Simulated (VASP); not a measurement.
# LiBe in VASP: further runs

The runs below take LiBe through single point, with LDA, PBE.

Program: VASP 6.6.1. These are calculated values, not measurements. Logs are shortened: lines on timing, memory, paths and dates and some standing lists are left out, and cuts for length are marked.

## Step 1: The cell of the first run

It takes space group P2_1/m (No. 11, monoclinic). Conventional cell: a = 2.296 Å, b = 3.613 Å, c = 5.528 Å, α = 90.00°, β = 94.17°, γ = 90.00°. Within 3.0 Å of Be (site symmetry m) lie 6 Be at 2.28 to 2.32 Å and 5 Li at 2.33 to 2.65 Å. Li (site symmetry m) has 6 Li at 2.30 to 2.82 Å and 5 Be at 2.33 to 2.65 Å within 3.0 Å.

## Step 2: Single point, LDA

INCAR

```
PREC = Accurate ; ENCUT = 750
EDIFF = 1E-6 ; ISMEAR = 0
SIGMA = 0.1 ; LREAL = F
LASPH = T ; NELM = 120
ALGO = Normal ; ISIF = 2
LWAVE = F ; LCHARG = F
NBANDS = 13 ; GGA_COMPAT = F
```

KPOINTS

```
Automatic mesh
0
Gamma
  8 5 4
```

POSCAR

```
LiBe
1.0
    2.2959861536      0.0000000000      0.0000000000
    0.0000000000      3.6127729800      0.0000000000
   -0.4017425219      0.0000000000      5.5135259934
Be Li
2 2
Direct
    0.2435819200      0.7500000000      0.4238283600
    0.7564180800      0.2500000000      0.5761716400
    0.2631524400      0.7500000000      0.8451422600
    0.7368475600      0.2500000000      0.1548577400
```

Potentials or basis: VASP PAW LDA potentials, release 64 (Be, Li_sv).

The run is started by

```sh
$ cat potpaw_LDA.64/Be/POTCAR potpaw_LDA.64/Li_sv/POTCAR > POTCAR
$ mpirun -np 1 vasp_std > vasp.out
```

OUTCAR:

```text
PREC = Accurate
   ENCUT = 750
   EDIFF = 1E-6
   ISMEAR = 0
   LREAL = F
   LASPH = T
   NELM = 120
   ISIF = 2

 ion  position               nearest neighbor table
   1  0.244  0.750  0.424-   2 2.28   2 2.28   2 2.32   2 2.32   3 2.33
   2  0.756  0.250  0.576-   1 2.28   1 2.28   1 2.32   1 2.32   4 2.33
   3  0.263  0.750  0.845-   1 2.33
   4  0.737  0.250  0.155-   2 2.33

  LATTYP: Found a simple monoclinic cell.
 ALAT       =     2.2959861536
 B/A-ratio  =     1.5735168848
 C/A-ratio  =     2.4077423434
 COS(beta)  =    -0.0726722366

  Lattice vectors:

 A1 = (   2.2959861536,   0.0000000000,   0.0000000000)
 A2 = (   0.0000000000,   3.6127729800,   0.0000000000)
 A3 = (  -0.4017425219,   0.0000000000,   5.5135259934)

Analysis of symmetry for initial positions (statically):
=====================================================================
 Subroutine PRICEL returns:
 Original cell was already a primitive cell.

 Routine SETGRP: Setting up the symmetry group for a
 simple monoclinic supercell.

 Subroutine GETGRP returns: Found  4 space group operations
 (whereof  2 operations were pure point group operations)
 out of a pool of  4 trial point group operations.

The static configuration has the point symmetry S_2 .
 The point group associated with its full space group is C_2h.

Analysis of symmetry for dynamics (positions and initial velocities):
=====================================================================
 Subroutine PRICEL returns:
 Original cell was already a primitive cell.

 Routine SETGRP: Setting up the symmetry group for a
 simple monoclinic supercell.

 Subroutine GETGRP returns: Found  4 space group operations
 (whereof  2 operations were pure point group operations)
 out of a pool of  4 trial point group operations.

The dynamic configuration has the point symmetry S_2 .
 The point group associated with its full space group is C_2h.

 Subroutine INISYM returns: Found  4 space group operations
 (whereof  2 operations are pure point group operations),
 and found     1 'primitive' translations

----------------------------------------------------------------------------------------

                                     Primitive cell

  volume of cell :      45.7340

  direct lattice vectors                    reciprocal lattice vectors
     2.295986154  0.000000000  0.000000000     0.435542696  0.000000000  0.031735775
     0.000000000  3.612772980  0.000000000     0.000000000  0.276795693  0.000000000
    -0.401742522  0.000000000  5.513525993     0.000000000  0.000000000  0.181372138

  length of vectors
     2.295986154  3.612772980  5.528143082     0.436697378  0.276795693  0.181372138

  position of ions in fractional coordinates (direct lattice)
     0.243581920  0.750000000  0.423828360
     0.756418080  0.250000000  0.576171640
     0.263152440  0.750000000  0.845142260
     0.736847560  0.250000000  0.154857740

  ion indices of the primitive-cell ions
   primitive index   ion index
                 1           1
                 2           2
                 3           3
                 4           4

----------------------------------------------------------------------------------------

 KPOINTS: Automatic mesh

Automatic generation of k-mesh.
 Grid dimensions read from file:
 generate k-points for:    8    5    4

 Generating k-lattice:

  Cartesian coordinates                     Fractional coordinates (reciprocal lattice)
     0.054442837  0.000000000  0.003966972     0.125000000  0.000000000  0.000000000
     0.000000000  0.055359139  0.000000000     0.000000000  0.200000000  0.000000000
     0.000000000  0.000000000  0.045343035     0.000000000  0.000000000  0.250000000

  Length of vectors
     0.054587172  0.055359139  0.045343035

  Shift w.r.t. Gamma in fractional coordinates (k-lattice)
     0.000000000  0.000000000  0.000000000

 Subroutine IBZKPT returns following result:
 ===========================================

 Found     54 irreducible k-points:

 Following reciprocal coordinates:
            Coordinates               Weight
  0.000000  0.000000  0.000000      1.000000
  0.125000  0.000000  0.000000      2.000000
  0.250000  0.000000  0.000000      2.000000
  0.375000  0.000000 -0.000000      2.000000
  0.500000  0.000000  0.000000      1.000000
  0.000000  0.200000  0.000000      2.000000
[... 16 lines left out ...]
 -0.125000  0.000000  0.250000      2.000000
  0.000000  0.200000  0.250000      4.000000
 [... further k-points ...]
   k-points           NKPTS =     54   k-points in BZ     NKDIM =     54   number of bands    NBANDS=     13
   number of dos      NEDOS =    301   number of ions     NIONS =      4
   total plane-waves  NPLWV =  38400
   dimension x,y,z NGX =    24 NGY =   32 NGZ =   50
   dimension x,y,z NGXF=    48 NGYF=   64 NGZF=  100
   ions per type =               2   2
   NGX,Y,Z   is equivalent  to a cutoff of  17.38, 14.73, 15.04 a.u.
   NGXF,Y,Z  is equivalent  to a cutoff of  34.76, 29.45, 30.07 a.u.
 SYSTEM =  unknown system
   PREC   = accura    normal or accurate (medium, high low for compatibility)
   ISTART =      0    job   : 0-new  1-cont  2-samecut
   ICHARG =      2    charge: 1-file 2-atom 10-const
   ISPIN  =      1    spin polarized calculation?
   LNONCOLLINEAR =      F non collinear calculations
   LSORBIT =      F    spin-orbit coupling
   LASPH  =      T    aspherical Exc in radial PAW
   ENCUT  =  750.0 eV  55.12 Ry    7.42 a.u.   5.13  8.07 12.34*2*pi/ulx,y,z
   NELM   =    120;   NELMIN=  2; NELMDL= -5     # of ELM steps
   EDIFF  = 0.1E-05   stopping-criterion for ELM
   LREAL  =      F    real-space projection
   EDIFFG = 0.1E-04   stopping-criterion for IOM
   NSW    =      0    number of steps for IOM
   IBRION =     -1    ionic relax: 0-MD 1-quasi-New 2-CG
   NFREE  =      0    steps in history (QN), initial steepest desc. (CG)
   ISIF   =      2    stress and relaxation
   ISYM   =      2    0-nonsym 1-usesym 2-fastsym
   POTIM  = 0.5000    time-step for ionic-motion
   TEBEG  =    0.0;   TEEND  =   0.0 temperature during run
   PSTRESS=    0.0 pullay stress
   NELECT =      10.0000    total number of electrons
   NUPDOWN=      -1.0000    fix difference up-down
   EMIN   =  10.00;   EMAX   =-10.00  energy-range for DOS
   EFERMI =   0.00;   METHOD = LEGACY
   ISMEAR =     0;   SIGMA  =   0.10  broadening in eV -4-tet -1-fermi 0-gaus
   EFERMI_NEDOS =   21; number of points for ismear=-14 and -15
   IALGO  =     38    algorithm
   IMIX   =      4    mixing-type and parameters
     AMIX     =   0.40;   BMIX     =  1.00
     AMIX_MAG =   1.60;   BMIX_MAG =  1.00
  volume/ion in A,a.u.               =      11.43        77.16
  Fermi-wavevector in a.u.,A,eV,Ry     =   0.986268  1.863777 13.234727  0.972725
  Thomas-Fermi vector in A             =   2.117637
   LORBIT       =      0    0 simple, 1 ext, 2 COOP (PROOUT), +10 PAW based schemes
   GGA     = CA    functional components
   LHFCALC =     F    Hartree Fock is set to
   AEXX    =    0.0000 exact exchange contribution
   IVDW    =     0    specifies the selected vdW correction
   LEPSILON=     F    determine dielectric tensor
   LRPA    =     F    only Hartree local field effects (RPA)
 non-spin polarized calculation
 Gauss-broadening in eV      SIGMA  =   0.10
  energy-cutoff  :      750.00
  volume of cell :       45.73
 maximum number of plane-waves:      2158
 NGX is ok and might be reduce to    24
   NGX = 11   NGY = 17   NGZ = 25

 number of electron      10.0000003 magnetization

 Free energy of the ion-electron system (eV)
  ---------------------------------------------------
  ext. energy  EPLUGINS =         0.00000000
  ---------------------------------------------------
  free energy    TOTEN  =       -11.87591860 eV

  energy without entropy =      -11.86725190  energy(sigma->0) =      -11.87158525

 E-fermi :   2.9601     XC(G=0):  -9.0273

 val. band max:        2.9488879135   @ k =   0.3750   0.2000   0.5000
 cond. band min:       2.9752737222   @ k =  -0.3750   0.2000   0.2500
 fundamental gap:      0.0263858087
 Fermi energy:         2.9601133110

 k-point     1 :       0.0000    0.0000    0.0000
  band No.  band energies     occupation
      1     -42.1983      2.00000
      2     -42.1504      2.00000
      3      -4.3342      2.00000
      4       0.0825      2.00000
      5       0.9404      2.00000
      6       2.3466      2.00000
      7       7.5436      0.00000
      8       8.6548      0.00000
      9       8.9751      0.00000
     10       9.7078      0.00000
     11      13.2976      0.00000
     12      13.6188      0.00000
     13      15.5322      0.00000

 k-point     2 :       0.1250    0.0000    0.0000
  band No.  band energies     occupation
      1     -42.1794      2.00000
      2     -42.1349      2.00000
      3      -4.0158      2.00000
      4       0.4175      2.00000
      5       1.2944      2.00000
      6       2.7766      1.99056
      7       7.5331      0.00000
      8       8.9924      0.00000
      9       9.4893      0.00000
     10      10.0516      0.00000
     11      12.3792      0.00000
     12      13.1817      0.00000
     13      13.3895      0.00000

 k-point     3 :       0.2500    0.0000    0.0000
  band No.  band energies     occupation
      1     -42.1328      2.00000
      2     -42.0979      2.00000
      3      -3.0619      2.00000
      4       1.3690      2.00000
      5       2.3182      2.00000
      6       4.0617      0.00000
      7       6.3776      0.00000
      8      10.0855      0.00000
      9      10.4858      0.00000
     10      10.9005      0.00000
     11      11.0108      0.00000
     12      11.8498      0.00000
     13      12.6099      0.00000
[... 305 lines left out ...]
 k-point    23 :      -0.1250    0.0000    0.2500
  band No.  band energies     occupation
      1     -42.1793      2.00000
      2     -42.1349      2.00000
      3      -3.9755      2.00000
      4      -0.3479      2.00000
      5       2.5423      2.00000
      6       2.8609      1.83958
      7       7.3594      0.00000
      8       7.6152      0.00000
      9       8.6549      0.00000
     10      11.4656      0.00000
     11      12.2371      0.00000
     12      13.3236      0.00000
     13      14.0198      0.00000

 k-point    24 :       0.0000    0.2000    0.2500
  band No.  band energies     occupation
      1     -42.1933      2.00000
      2     -42.1546      2.00000
      3      -3.9633      2.00000
      4      -0.5174      2.00000
      5       0.8538      2.00000
      6       2.3035      2.00000
      7       5.6449      0.00000
      8       8.6984      0.00000
      9       9.6272      0.00000
     10      10.5354      0.00000
     11      14.3250      0.00000
     12      14.9014      0.00000
     13      15.9311      0.00000

 [... further k-points ...]

------------------------ aborting loop because EDIFF is reached ----------------------------------------

  FORCE on cell =-STRESS in cart. coord.  units (eV):
  Direction    XX          YY          ZZ          XY          YZ          ZX
  --------------------------------------------------------------------------------------
  -------------------------------------------------------------------------------------
  Total       -1.2435972     -0.6770070     -0.6534980      0.0000000      0.0000000      0.2476007
  in kB      -43.5663276    -23.7172512    -22.8936737      0.0000000      0.0000000      8.6740724
  external PRESSURE =     -30.0590841 kB  Pullay stress =       0.0000000 kB

 VOLUME and BASIS-vectors are now :
 -----------------------------------------------------------------------------
  energy-cutoff  :      750.00
  volume of cell :       45.73
      direct lattice vectors                 reciprocal lattice vectors
     2.295986154  0.000000000  0.000000000     0.435542696  0.000000000  0.031735775
     0.000000000  3.612772980  0.000000000     0.000000000  0.276795693  0.000000000
    -0.401742522  0.000000000  5.513525993     0.000000000  0.000000000  0.181372138

 POSITION                                       TOTAL-FORCE (eV/Angst)
 -----------------------------------------------------------------------------------
      0.38899      2.70958      2.33679        -0.005490      0.000000      0.155491
      1.50525      0.90319      3.17674         0.005490      0.000000     -0.155491
      0.26466      2.70958      4.65971        -0.002332      0.000000     -0.129421
      1.62958      0.90319      0.85381         0.002332      0.000000      0.129421
 -----------------------------------------------------------------------------------
    total drift:                                0.000000      0.000000     -0.000000

  FREE ENERGIE OF THE ION-ELECTRON SYSTEM (eV)
  ---------------------------------------------------
  free  energy   TOTEN  =       -11.8759185975 eV

  energy  without entropy=      -11.8672518996  energy(sigma->0) =      -11.87158525
```

It took 45 s on 1 thread of Intel Xeon Platinum 8488C (Sapphire Rapids), shared host; peak memory 0.18 GiB.

Results:

| Item | Value |
| --- | --- |
| Free energy | -11.8759 eV |
| Pressure | -3.0 GPa |
| Largest force | 0.156 eV/Å |
| Band gap on the k mesh | zero (bands 5 and 6 overlap by 4.31 eV) |

Forces on the atoms (eV/Å):
```
Be  -0.005  0.000  0.155
Be   0.005  0.000 -0.155
Li  -0.002  0.000 -0.129
Li   0.002  0.000  0.129
```

Stress tensor (GPa, compression positive):
```
-4.36  0.00  0.87
 0.00 -2.37  0.00
 0.87  0.00 -2.29
```

Caveat: the cell stands under tension.

## Step 3: Single point, PBE

INCAR

```
  PREC = Accurate
  ENCUT = 750
  EDIFF = 1E-6
  ISMEAR = 1
  SIGMA = 0.1
  LREAL = False
  LASPH = True
  NELM = 120
  ALGO = Normal
  ISIF = 2
  LWAVE = False
  LCHARG = False
  GGA = PE
  NBANDS = 13
  GGA_COMPAT = False
```

KPOINTS

```
regular mesh
0
Gamma
  8 5 4
```

POSCAR is that of step 2.

Potentials or basis: VASP PAW PBE potentials, release 64 (Be, Li_sv).

The run is started by

```sh
$ cat potpaw_PBE.64/Be/POTCAR potpaw_PBE.64/Li_sv/POTCAR > POTCAR
$ mpirun -np 1 vasp_std > vasp.out
```

Run time: 53 s. Hardware: 1 thread of Intel Xeon Platinum 8488C (Sapphire Rapids), shared host; peak memory 0.2 GiB.

The run converged. Its results:

```yaml
Free_energy: -10.6901 eV
Pressure: -0.2 GPa
Largest_force: 0.088 eV/Å
Band_gap_on_the_k_mesh: zero (bands 5 and 6 overlap by 4.41 eV)
```

Forces on the atoms (eV/Å):
```
Be  -0.006  0.000  0.088
Be   0.006  0.000 -0.088
Li   0.000  0.000 -0.072
Li   0.000  0.000  0.072
```

Stress tensor (GPa, compression positive):
```
-1.77  0.00  0.92
 0.00  0.52  0.00
 0.92  0.00  0.55
```

Levels at points of the mesh, in eV from the Fermi level:
| k point | band 3 | band 4 | band 5 | band 6 | band 7 | band 8 |
| --- | --- | --- | --- | --- | --- | --- |
| (0.00, 0.00, 0.00) | -7.42 | -2.93 | -2.07 | -0.60 | 4.50 | 5.77 |
| (0.50, 0.00, 0.00) | -2.29 | -2.28 | 0.73 | 1.93 | 5.47 | 6.10 |
| (0.00, 0.00, 0.50) | -7.32 | -4.23 | -0.39 | 1.09 | 2.42 | 3.49 |
| (0.50, 0.00, 0.50) | -2.21 | -2.15 | 0.71 | 0.92 | 6.21 | 6.37 |

(Part 1 of 2 ends here.)
